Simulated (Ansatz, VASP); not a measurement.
# RbH6Pt in VASP and in Ansatz

```
Rb H Pt
1.0
     4.09386    0.00000    0.00000
     0.00000    4.09386    0.00000
     0.00000    0.00000    4.09386
Rb H Pt
1 6 1
Direct
  0.00000 0.00000 0.00000
  0.00000 0.50000 0.50000
  0.50000 0.00000 0.50000
  0.50000 0.50000 0.00000
  0.50000 0.00000 0.00000
  0.00000 0.50000 0.00000
  0.00000 0.00000 0.50000
  0.50000 0.50000 0.50000
```

Alike in both runs: functional PBE; k mesh 10 × 10 × 10; occupations gaussian, width 0.1 eV; no spin polarisation.

Ansatz relaxed the structure, and its values are those at the end. VASP's run is a single point on that final structure, the one shown.

|  | VASP | Ansatz |
| --- | --- | --- |
| version | VASP 6.6.1 | Ansatz 0.2.0 |
| potentials or method | VASP PAW PBE potentials, release 64 (Rb_sv, H, Pt), cutoff 520 eV | scalar-relativistic, plane waves, PAW |
| valence electrons in the cell | 25 | 33 |

```csv
,VASP,Ansatz,Ansatz less VASP
gap on the k mesh at the Fermi level (eV),none,none,-
pressure (GPa),0.0,0.0,-0.01
```

A gap of «none» marks a metal or a gap that the smearing closes. With one functional, cell and mesh, what is left measures potentials, basis and numerics. VASP's potentials hold 25 valence electrons a cell and Ansatz's 33, so a difference there can come from the potentials and not from the codes.

Neither program's run includes spin-orbit coupling.
